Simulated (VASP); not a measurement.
## Nb2PdSe5: single point with PBE

Crystal: Nb2PdSe5.

```
Nb Pd Se
1.0
     6.55633    0.00033    0.00506
    -3.26844    6.10823   -0.00299
    -0.17703   -0.11804    7.13330
Nb Pd Se
2 1 5
Direct
  0.38550 0.71734 0.75408
  0.66386 0.28029 0.75065
  0.87712 0.99631 0.81455
  0.38205 0.69009 0.43571
  0.68335 0.31760 0.43373
  0.67169 0.61656 0.90952
  0.28283 0.00010 0.87782
  0.05361 0.38170 0.90066
```

```
Program             : VASP 6.6.1
Task                : single point
Functional          : PBE
Potentials or basis : VASP PAW PBE potentials, release 64 (Nb_sv, Pd, Se)
Cutoff              : 520 eV
k mesh              : 6 × 6 × 4
Occupations         : gaussian, width 0.02 eV
Spin                : no spin polarisation
```

```
Pressure               : 0.0 GPa
Largest force          : 0.017 eV/Å
Band gap on the k mesh : 0.62 eV (least direct gap 0.73 eV)
```

Forces in eV/Å, atoms in the order of the input:
```
Nb   0.000  0.007  0.013
Nb   0.000 -0.006  0.014
Pd   0.008 -0.001 -0.015
Se  -0.003  0.003 -0.004
Se  -0.002 -0.005 -0.006
Se  -0.005 -0.005 -0.002
Se   0.005  0.000  0.002
Se  -0.003  0.008 -0.002
```

Levels at points of the mesh, in eV from the valence-band top:
| k point | band 30 | band 31 | band 32 | band 33 | band 34 | band 35 | band 36 | band 37 |
| --- | --- | --- | --- | --- | --- | --- | --- | --- |
| (0.00, 0.00, 0.00) | -0.87 | -0.73 | -0.57 | -0.22 | 1.30 | 1.57 | 1.80 | 2.26 |
| (0.50, 0.00, 0.00) | -0.59 | -0.55 | -0.40 | -0.08 | 0.71 | 1.46 | 1.90 | 2.19 |
| (0.00, 0.50, 0.00) | -0.78 | -0.54 | -0.36 | -0.07 | 0.94 | 1.48 | 1.51 | 2.05 |
| (0.50, 0.50, 0.00) | -0.57 | -0.55 | -0.41 | -0.08 | 0.67 | 1.47 | 1.88 | 2.17 |
| (0.00, 0.00, 0.50) | -0.82 | -0.66 | -0.49 | -0.16 | 1.29 | 1.60 | 1.87 | 2.39 |
| (0.50, 0.00, 0.50) | -0.55 | -0.46 | -0.31 | 0.00 | 0.76 | 1.44 | 1.97 | 2.22 |
| (0.00, 0.50, 0.50) | -0.67 | -0.42 | -0.27 | -0.05 | 0.96 | 1.50 | 1.58 | 2.20 |
| (0.50, 0.50, 0.50) | -0.54 | -0.45 | -0.35 | 0.00 | 0.74 | 1.44 | 1.96 | 2.21 |

Run time: 41 min on 1 thread of Oxide Virtual Turin-like Processor, on a shared host, peak memory 0.91 GiB.

A k mesh can miss the band edges.
